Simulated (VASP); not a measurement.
# ZnO: single point with PBE

ZnO:

```
Zn O
1.0
     4.10661    0.00000    0.00000
     0.00000    4.10661    0.00000
     0.00000    0.00000    4.10661
Zn O
3 3
Cartesian
  2.0533 0.0000 0.0000
  0.0000 2.0533 0.0000
  0.0000 0.0000 2.0533
  0.0000 2.0533 2.0533
  2.0533 0.0000 2.0533
  2.0533 2.0533 0.0000
```

```json
{
 "Program": "VASP 6.6.1",
 "Task": "single point",
 "Functional": "PBE",
 "Potentials or basis": "VASP PAW PBE potentials, release 64 (Zn, O)",
 "Cutoff": "520 eV",
 "k mesh": "10 × 10 × 10",
 "Occupations": "gaussian, width 0.1 eV",
 "Spin": "no spin polarisation",
 "Dipole correction": "no",
 "Further INCAR settings": "ALGO = Normal; EDIFF = 1e-06; NBANDS = 36"
}
```

| Quantity | Value |
| --- | --- |
| Pressure | 1.0 GPa |
| Band gap on the k mesh | zero (band 27 reaches 1.88 eV, above the bottom of band 28 at 1.23 eV) |

Levels at points of the mesh, in eV from the Fermi level:
```
           k point  band 25  band 26  band 27  band 28  band 29  band 30
(0.00, 0.00, 0.00)    -1.85    -0.52    -0.52    -0.52     4.97     4.97
(0.50, 0.00, 0.00)    -1.57    -0.55    -0.55     1.59     2.11     5.93
(0.50, 0.50, 0.00)    -0.75    -0.09    -0.02     1.29     4.62     4.62
(0.50, 0.50, 0.50)     0.12     0.13     0.13     0.13     6.72     6.72
```

Wall time 2.2 min on 1 thread of Intel(R) Xeon(R) Platinum 8259CL CPU @ 2.50GHz (Skylake/Cascade Lake), on a shared host, peak memory 0.24 GiB.
